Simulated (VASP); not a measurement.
# AlGa3N4 (R3m) in VASP: further runs

AlGa3N4 is run at these levels: LDA; tasks: single point.

Everything below comes from runs of VASP 6.6.1. Logs are shortened: lines on timing, memory, paths and dates and some standing lists are left out, and cuts for length are marked.

### Step 1. The cell of the first run

Symmetry: R3m, No. 160, trigonal system. The conventional cell has a = 6.356 Å, b = 6.356 Å, c = 7.438 Å, α = 90.00°, β = 90.00°, γ = 120.00°. Within 2.4 Å of Al (site symmetry 3m) lie 4 N at 1.82 to 1.90 Å. Within 2.5 Å of Ga (site symmetry m) lie 4 N at 1.87 to 1.95 Å. N (site symmetry m) has 3 Ga at 1.87 to 1.95 Å and 1 Al at 1.90 Å within 2.5 Å. N (site symmetry 3m) has 1 Al at 1.82 Å and 3 Ga at 1.95 Å within 2.4 Å.

### Step 2. Single point, LDA (10.84 Å³/atom)

INCAR reads:

```
SYSTEM = AlGa3N4
PREC = Accurate
ENCUT = 520
EDIFF = 1E-7
ISMEAR = 0
SIGMA = 0.05
LREAL = .False.
LASPH = .True.
NELM = 100
ALGO = Normal
ISIF = 2
LWAVE = .False.
LCHARG = .True.
LELF = .True.
LVHAR = .True.
NBANDS = 41
```

KPOINTS reads:

```
regular mesh
0
Gamma
  6 6 6
  0 0 0
```

POSCAR reads:

```
AlGa3N4
1.0
    4.4277662635     -0.0666674332     -0.0666674332
   -0.0666674332      4.4277662635     -0.0666674332
   -0.0666674332     -0.0666674332      4.4277662635
Al Ga N
1 3 4
Direct
    0.0000000000      0.0000000000      0.0000000000
    0.5000000000      0.5000000000      0.0000000000
    0.5000000000      0.0000000000      0.5000000000
    0.0000000000      0.5000000000      0.5000000000
    0.7548078379      0.7548078379      0.2451921621
    0.7548078379      0.2451921621      0.7548078379
    0.2451921621      0.7548078379      0.7548078379
    0.2451921621      0.2451921621      0.2451921621
```

Potentials or basis: VASP PAW LDA potentials, release 64 (Al, Ga_d, N).

The run is started by

```bash
$ cat potpaw_LDA.64/Al/POTCAR potpaw_LDA.64/Ga_d/POTCAR potpaw_LDA.64/N/POTCAR > POTCAR
$ mpirun -np 1 vasp_std > vasp.out
```

OUTCAR:

```text
SYSTEM = AlGa3N4
   PREC = Accurate
   ENCUT = 520
   EDIFF = 1E-7
   ISMEAR = 0
   LREAL = .False.
   LASPH = .True.
   NELM = 100
   ISIF = 2

 ion  position               nearest neighbor table
   1  0.000  0.000  0.000-   8 1.82   6 1.90   7 1.90   5 1.90   3 3.08   4 3.08   2 3.08   4 3.08
                             3 3.08   2 3.08
   2  0.500  0.500  0.000-   5 1.87   8 1.95   7 1.95   6 1.95   1 3.08   1 3.08
   3  0.500  0.000  0.500-   6 1.87   8 1.95   7 1.95   5 1.95   1 3.08   1 3.08
   4  0.000  0.500  0.500-   7 1.87   8 1.95   5 1.95   6 1.95   1 3.08   1 3.08
   5  0.755  0.755  0.245-   2 1.87   1 1.90   3 1.95   4 1.95
   6  0.755  0.245  0.755-   3 1.87   1 1.90   2 1.95   4 1.95
   7  0.245  0.755  0.755-   4 1.87   1 1.90   3 1.95   2 1.95
   8  0.245  0.245  0.245-   1 1.82   2 1.95   3 1.95   4 1.95

  LATTYP: Found a trigonal (rhomboedric) cell.
 ALAT       =     4.4287699396
 COS(alpha) =    -0.0298730999

  Lattice vectors:

 A1 = (   4.4277662635,  -0.0666674332,  -0.0666674332)
 A2 = (  -0.0666674332,   4.4277662635,  -0.0666674332)
 A3 = (  -0.0666674332,  -0.0666674332,   4.4277662635)

Analysis of symmetry for initial positions (statically):
=====================================================================
 Subroutine PRICEL returns:
 Original cell was already a primitive cell.

 Routine SETGRP: Setting up the symmetry group for a
 trigonal (rhombohedral) supercell.

 Subroutine GETGRP returns: Found  6 space group operations
 (whereof  6 operations were pure point group operations)
 out of a pool of 12 trial point group operations.

The static configuration has the point symmetry C_3v.

Analysis of symmetry for dynamics (positions and initial velocities):
=====================================================================
 Subroutine PRICEL returns:
 Original cell was already a primitive cell.

 Routine SETGRP: Setting up the symmetry group for a
 trigonal (rhombohedral) supercell.

 Subroutine GETGRP returns: Found  6 space group operations
 (whereof  6 operations were pure point group operations)
 out of a pool of 12 trial point group operations.

The dynamic configuration has the point symmetry C_3v.

 Subroutine INISYM returns: Found  6 space group operations
 (whereof  6 operations are pure point group operations),
 and found     1 'primitive' translations

----------------------------------------------------------------------------------------

                                     Primitive cell

[... 110 lines left out ...]
   POTIM  = 0.5000    time-step for ionic-motion
   TEBEG  =    0.0;   TEEND  =   0.0 temperature during run
   PSTRESS=    0.0 pullay stress
   NELECT =      62.0000    total number of electrons
   NUPDOWN=      -1.0000    fix difference up-down
   EMIN   =  10.00;   EMAX   =-10.00  energy-range for DOS
   EFERMI =   0.00;   METHOD = LEGACY
   ISMEAR =     0;   SIGMA  =   0.05  broadening in eV -4-tet -1-fermi 0-gaus
   EFERMI_NEDOS =   21; number of points for ismear=-14 and -15
   IALGO  =     38    algorithm
   IMIX   =      4    mixing-type and parameters
     AMIX     =   0.40;   BMIX     =  1.00
     AMIX_MAG =   1.60;   BMIX_MAG =  1.00
  volume/ion in A,a.u.               =      10.84        73.17
  Fermi-wavevector in a.u.,A,eV,Ry     =   1.463705  2.766001 29.149556  2.142432
  Thomas-Fermi vector in A             =   2.579768
   LORBIT       =      0    0 simple, 1 ext, 2 COOP (PROOUT), +10 PAW based schemes
   GGA     = CA    functional components
   LHFCALC =     F    Hartree Fock is set to
   AEXX    =    0.0000 exact exchange contribution
   IVDW    =     0    specifies the selected vdW correction
   LEPSILON=     F    determine dielectric tensor
   LRPA    =     F    only Hartree local field effects (RPA)
 non-spin polarized calculation
 Gauss-broadening in eV      SIGMA  =   0.05
  energy-cutoff  :      520.00
  volume of cell :       86.75
 maximum number of plane-waves:      2362
 NGX is ok and might be reduce to    36
   NGX = 17   NGY = 17   NGZ = 17

 number of electron      61.9999958 magnetization

 Free energy of the ion-electron system (eV)
  ---------------------------------------------------
  ext. energy  EPLUGINS =         0.00000000
  ---------------------------------------------------
  free energy    TOTEN  =       -58.03265631 eV

  energy without entropy =      -58.03265631  energy(sigma->0) =      -58.03265631

 E-fermi :   5.8136     XC(G=0): -12.0804

 val. band max:        5.5978109543   @ k =   0.0000   0.0000   0.0000
 cond. band min:       8.0061619946   @ k =   0.0000   0.0000   0.0000
 fundamental gap:      2.4083510404
 Fermi energy:         5.8135668530

 k-point     1 :       0.0000    0.0000    0.0000
  band No.  band energies     occupation
      1     -10.3092      2.00000
      2      -9.0483      2.00000
      3      -9.0483      2.00000
      4      -8.9553      2.00000
      5      -7.8073      2.00000
      6      -7.7821      2.00000
[... 1045 lines left out ...]
     40      15.5409      0.00000
     41      15.8784      0.00000

 [... further k-points ...]

------------------------ aborting loop because EDIFF is reached ----------------------------------------

  FORCE on cell =-STRESS in cart. coord.  units (eV):
  Direction    XX          YY          ZZ          XY          YZ          ZX
  --------------------------------------------------------------------------------------
  -------------------------------------------------------------------------------------
  Total        0.8890831      0.8890831      0.8890831      3.6974563      3.6974563      3.6974563
  in kB       16.4209130     16.4209130     16.4209130     68.2901406     68.2901406     68.2901406
  external PRESSURE =      16.4209130 kB  Pullay stress =       0.0000000 kB

 VOLUME and BASIS-vectors are now :
 -----------------------------------------------------------------------------
  energy-cutoff  :      520.00
  volume of cell :       86.75
      direct lattice vectors                 reciprocal lattice vectors
     4.427766263 -0.066667433 -0.066667433     0.225951527  0.003454086  0.003454086
    -0.066667433  4.427766263 -0.066667433     0.003454086  0.225951527  0.003454086
    -0.066667433 -0.066667433  4.427766263     0.003454086  0.003454086  0.225951527

 POSITION                                       TOTAL-FORCE (eV/Angst)
 -----------------------------------------------------------------------------------
      0.00000      0.00000      0.00000        -0.348234     -0.348234     -0.348234
      2.18055      2.18055     -0.06667        -0.363481     -0.363481     -0.333278
      2.18055     -0.06667      2.18055        -0.363481     -0.333278     -0.363481
     -0.06667      2.18055      2.18055        -0.333278     -0.363481     -0.363481
      3.27545      3.27545      0.98501         0.372788      0.372788      0.301680
      3.27545      0.98501      3.27545         0.372788      0.301680      0.372788
      0.98501      3.27545      3.27545         0.301680      0.372788      0.372788
      1.05296      1.05296      1.05296         0.361216      0.361216      0.361216
 -----------------------------------------------------------------------------------
    total drift:                                0.000310      0.000310      0.000310

  FREE ENERGIE OF THE ION-ELECTRON SYSTEM (eV)
  ---------------------------------------------------
  free  energy   TOTEN  =       -58.0326563096 eV

  energy  without entropy=      -58.0326563096  energy(sigma->0) =      -58.03265631
```

OSZICAR:

```text
N       E                     dE             d eps       ncg     rms          rms(c)
DAV:   1     0.619350126176E+03    0.61935E+03   -0.28089E+04  3049   0.259E+03
DAV:   2     0.459670687909E+02   -0.57338E+03   -0.53484E+03  2776   0.637E+02
DAV:   3    -0.601224876368E+02   -0.10609E+03   -0.10299E+03  2992   0.192E+02
DAV:   4    -0.668908013461E+02   -0.67683E+01   -0.67143E+01  3498   0.520E+01
DAV:   5    -0.670727911148E+02   -0.18199E+00   -0.18174E+00  3222   0.817E+00    0.159E+01
DAV:   6    -0.579958662621E+02    0.90769E+01   -0.26873E+01  4804   0.616E+01    0.466E+00
DAV:   7    -0.581637509771E+02   -0.16788E+00   -0.39972E+00  3139   0.105E+01    0.384E+00
DAV:   8    -0.580753185671E+02    0.88432E-01   -0.63065E-01  4154   0.748E+00    0.118E+00
DAV:   9    -0.580316224489E+02    0.43696E-01   -0.19039E-01  4128   0.546E+00    0.408E-01
DAV:  10    -0.580326803947E+02   -0.10579E-02   -0.14850E-02  3157   0.735E-01    0.173E-01
DAV:  11    -0.580326626860E+02    0.17709E-04   -0.18698E-03  4070   0.597E-01    0.311E-02
DAV:  12    -0.580326537709E+02    0.89151E-05   -0.27428E-04  4126   0.229E-01    0.149E-02
DAV:  13    -0.580326560124E+02   -0.22415E-05   -0.32530E-05  3446   0.376E-02    0.500E-03
DAV:  14    -0.580326563026E+02   -0.29021E-06   -0.28649E-06  3479   0.110E-02    0.123E-03
DAV:  15    -0.580326563096E+02   -0.70322E-08   -0.89095E-08  2215   0.339E-03
   1 F= -.58032656E+02 E0= -.58032656E+02  d E =-.106973E-11
```

It took 2.2 min on 1 thread of Intel Xeon 8259CL, shared host; peak memory 0.23 GiB.

What came out:

- Free energy: -58.0327 eV
- Pressure: 1.6 GPa
- Largest force: 0.626 eV/Å
- Band gap on the k mesh: 2.41 eV

Forces on the atoms (eV/Å):
```
Al  -0.348 -0.348 -0.348
Ga  -0.363 -0.363 -0.333
Ga  -0.363 -0.333 -0.363
Ga  -0.333 -0.363 -0.363
N    0.373  0.373  0.302
N    0.373  0.302  0.373
N    0.302  0.373  0.373
N    0.361  0.361  0.361
```

Stress tensor (GPa, compression positive):
```
1.64 6.83 6.83
6.83 1.64 6.83
6.83 6.83 1.64
```

### Step 3. Single point, LDA (10.84 Å³/atom)

INCAR reads:

```
PREC = Accurate
ENCUT = 520
EDIFF = 1E-6
ISMEAR = 0
SIGMA = 0.05
LREAL = False
LASPH = True
NELM = 60
ALGO = Normal
ISIF = 2
LWAVE = False
LCHARG = False
GGA = CA
NBANDS = 41
```

KPOINTS reads:

```
Automatic mesh
0
Gamma
  6 6 6
```

POSCAR: that of step 2 with these lines changed.

```diff
@@ -2,5 +2,5 @@
 1.0
-    4.4277662635     -0.0666674332     -0.0666674332
-   -0.0666674332      4.4277662635     -0.0666674332
-   -0.0666674332     -0.0666674332      4.4277662635
+    4.4360538796      0.2061379052      0.2061379052
+    0.2061379052      4.4360538796      0.2061379052
+    0.2061379052      0.2061379052      4.4360538796
 Al Ga N
```

Potentials or basis: VASP PAW LDA potentials, release 64 (Al, Ga_d, N).

The run is started by

```bash
$ cat potpaw_LDA.64/Al/POTCAR potpaw_LDA.64/Ga_d/POTCAR potpaw_LDA.64/N/POTCAR > POTCAR
$ mpirun -np 1 vasp_std > vasp.out
```

It took 2.7 min on 1 thread of Intel Xeon 8259CL, shared host; peak memory 0.23 GiB.

Results (log left out):

- Free energy: -56.8600 eV
- Pressure: 6.0 GPa
- Largest force: 0.985 eV/Å
- Band gap on the k mesh: 1.72 eV

Forces on the atoms (eV/Å):
```
Al   0.457  0.457  0.457
Ga   0.457  0.457  0.458
Ga   0.457  0.458  0.457
Ga   0.458  0.457  0.457
N   -0.416 -0.416 -0.428
N   -0.416 -0.428 -0.416
N   -0.428 -0.416 -0.416
N   -0.569 -0.569 -0.569
```

Stress tensor (GPa, compression positive):
```
  5.97 -17.42 -17.42
-17.42   5.97 -17.42
-17.42 -17.42   5.97
```

Levels at points of the mesh, in eV from the valence-band top:
```csv
k point,band 29,band 30,band 31,band 32,band 33,band 34
"(0.00, 0.00, 0.00)",-0.77,0.00,0.00,1.72,2.84,2.84
"(0.50, 0.00, 0.00)",-1.95,-1.33,-1.02,4.33,4.36,5.59
"(0.50, 0.50, 0.00)",-1.36,-0.95,-0.72,5.82,5.93,6.20
"(0.50, 0.50, 0.50)",-1.03,-0.44,-0.44,4.26,4.26,5.00
```

Caveat: the cell stands under pressure.

### Step 4. Single point, LDA (10.84 Å³/atom)

INCAR reads:

```
SYSTEM = AlGa3N4
PREC = Accurate
ENCUT = 520
EDIFF = 1E-7
ISMEAR = 0
SIGMA = 0.05
LREAL = .FALSE.
LASPH = .TRUE.
NELM = 100
ALGO = Normal
ISIF = 2
LWAVE = .FALSE.
LCHARG = .FALSE.
GGA = CA
NBANDS = 41
```

KPOINTS reads:

```
regular mesh
0
G
  6 6 6
  0 0 0
```

POSCAR: that of step 3 with these lines changed.

```diff
@@ -2,5 +2,5 @@
 1.0
-    4.4360538796      0.2061379052      0.2061379052
-    0.2061379052      4.4360538796      0.2061379052
-    0.2061379052      0.2061379052      4.4360538796
+    4.4357832787     -0.1970498351     -0.1970498351
+   -0.1970498351      4.4357832787     -0.1970498351
+   -0.1970498351     -0.1970498351      4.4357832787
 Al Ga N
```

Potentials or basis: VASP PAW LDA potentials, release 64 (Al, Ga_d, N).

The run is started by

```bash
$ cat potpaw_LDA.64/Al/POTCAR potpaw_LDA.64/Ga_d/POTCAR potpaw_LDA.64/N/POTCAR > POTCAR
$ mpirun -np 1 vasp_std > vasp.out
```

OUTCAR:

```text
SYSTEM = AlGa3N4
   PREC = Accurate
   ENCUT = 520
   EDIFF = 1E-7
   ISMEAR = 0
   LREAL = .FALSE.
   LASPH = .TRUE.
   NELM = 100
   ISIF = 2
   GGA = CA

 ion  position               nearest neighbor table
   1  0.000  0.000  0.000-   8 1.72   6 1.94   7 1.94   5 1.94   3 3.00   4 3.00   2 3.00   4 3.00
                             3 3.00   2 3.00
   2  0.500  0.500  0.000-   5 1.76   8 1.99   7 1.99   6 1.99   1 3.00   1 3.00
   3  0.500  0.000  0.500-   6 1.76   8 1.99   7 1.99   5 1.99   1 3.00   1 3.00
   4  0.000  0.500  0.500-   7 1.76   8 1.99   5 1.99   6 1.99   1 3.00   1 3.00
   5  0.755  0.755  0.245-   2 1.76   1 1.94   3 1.99   4 1.99
   6  0.755  0.245  0.755-   3 1.76   1 1.94   2 1.99   4 1.99
[... 1272 lines left out ...]
  in kB       70.2251739     70.2251739     70.2251739    223.5221432    223.5221432    223.5221432
  external PRESSURE =      70.2251739 kB  Pullay stress =       0.0000000 kB

 VOLUME and BASIS-vectors are now :
 -----------------------------------------------------------------------------
  energy-cutoff  :      520.00
  volume of cell :       86.75
      direct lattice vectors                 reciprocal lattice vectors
     4.435783279 -0.197049835 -0.197049835     0.226374309  0.010523667  0.010523667
    -0.197049835  4.435783279 -0.197049835     0.010523667  0.226374309  0.010523667
    -0.197049835 -0.197049835  4.435783279     0.010523667  0.010523667  0.226374309

 POSITION                                       TOTAL-FORCE (eV/Angst)
 -----------------------------------------------------------------------------------
      0.00000      0.00000      0.00000        -1.487414     -1.487414     -1.487414
      2.11937      2.11937     -0.19705        -1.548638     -1.548638     -1.402852
      2.11937     -0.19705      2.11937        -1.548638     -1.402852     -1.548638
     -0.19705      2.11937      2.11937        -1.402852     -1.548638     -1.548638
      3.15111      3.15111      0.79015         1.537939      1.537939      1.354479
      3.15111      0.79015      3.15111         1.537939      1.354479      1.537939
      0.79015      3.15111      3.15111         1.354479      1.537939      1.537939
      0.99099      0.99099      0.99099         1.557184      1.557184      1.557184
 -----------------------------------------------------------------------------------
    total drift:                                0.000102      0.000102      0.000102

  FREE ENERGIE OF THE ION-ELECTRON SYSTEM (eV)
  ---------------------------------------------------
  free  energy   TOTEN  =       -56.6167015784 eV

  energy  without entropy=      -56.6167015784  energy(sigma->0) =      -56.61670158
```

stdout:

```text
POSCAR found type information on POSCAR AlGaN
 POSCAR found :  3 types and       8 ions
 scaLAPACK will be used
 LDA part: xc-table for (Slater(with rela. corr.)+CA(PZ))
 , standard interpolation
 POSCAR, INCAR and KPOINTS ok, starting setup
 FFT: planning ... GRIDC
 FFT: planning ... GRID_SOFT
 FFT: planning ... GRID
 WAVECAR not read
 entering main loop
```

It took 2.8 min on 1 thread of Intel Xeon 8259CL, shared host; peak memory 0.23 GiB.

What came out:

```yaml
Free_energy: -56.6167 eV
Pressure: 7.0 GPa
Largest_force: 2.697 eV/Å
Band_gap_on_the_k_mesh: 1.98 eV
```

Forces in eV/Å, atoms in the order of the input:
```
Al  -1.487 -1.487 -1.487
Ga  -1.549 -1.549 -1.403
Ga  -1.549 -1.403 -1.549
Ga  -1.403 -1.549 -1.549
N    1.538  1.538  1.354
N    1.538  1.354  1.538
N    1.354  1.538  1.538
N    1.557  1.557  1.557
```

Stress tensor (GPa, compression positive):
```
 7.02 22.35 22.35
22.35  7.02 22.35
22.35 22.35  7.02
```

Levels at points of the mesh, in eV from the valence-band top:
| k point | band 27 | band 28 | band 29 | band 30 | band 31 | band 32 | band 33 | band 34 | band 35 | band 36 |
| --- | --- | --- | --- | --- | --- | --- | --- | --- | --- | --- |
| (0.00, 0.00, 0.00) | -2.12 | -2.09 | -0.38 | -0.38 | 0.00 | 1.98 | 2.87 | 2.87 | 2.89 | 6.78 |
| (0.50, 0.00, 0.00) | -3.07 | -2.20 | -1.91 | -1.34 | -1.05 | 4.44 | 4.52 | 5.65 | 5.66 | 7.66 |
| (0.50, 0.50, 0.00) | -3.07 | -1.42 | -1.37 | -0.93 | -0.69 | 5.84 | 6.06 | 6.48 | 6.95 | 7.18 |
| (0.50, 0.50, 0.50) | -0.96 | -0.96 | -0.72 | -0.69 | -0.69 | 3.96 | 5.05 | 5.05 | 6.21 | 8.44 |

Caveat: the cell stands under pressure; forces of over 1 eV/Å act on the atoms, so gaps and moduli don't describe the material at rest.

### Step 5. Summary

| cell | gap on the mesh (eV) | pressure (GPa) | largest force (eV/Å) |
| --- | --- | --- | --- |
| a = 4.429 Å, angles 91.7°, 8 atoms | 2.41 | 1.6 | 0.63 |
| a = 4.446 Å, angles 84.6°, 8 atoms | 1.72 | 6.0 | 0.99 |
| a = 4.445 Å, angles 95.0°, 8 atoms | 1.98 | 7.0 | 2.70 |

Alike in all rows: task single point; level LDA; potentials or basis VASP PAW LDA potentials, release 64 (Al, Ga_d, N); no spin polarisation; k mesh 6 × 6 × 6; cutoff (eV) 520; smearing gaussian 0.05 eV.

Caveats: the cell stands under pressure (at least some runs); forces of over 1 eV/Å act on the atoms, so gaps and moduli don't describe the material at rest (at least some runs).

Total energies depend on the potentials used, so only differences within one code and one set of settings carry meaning.
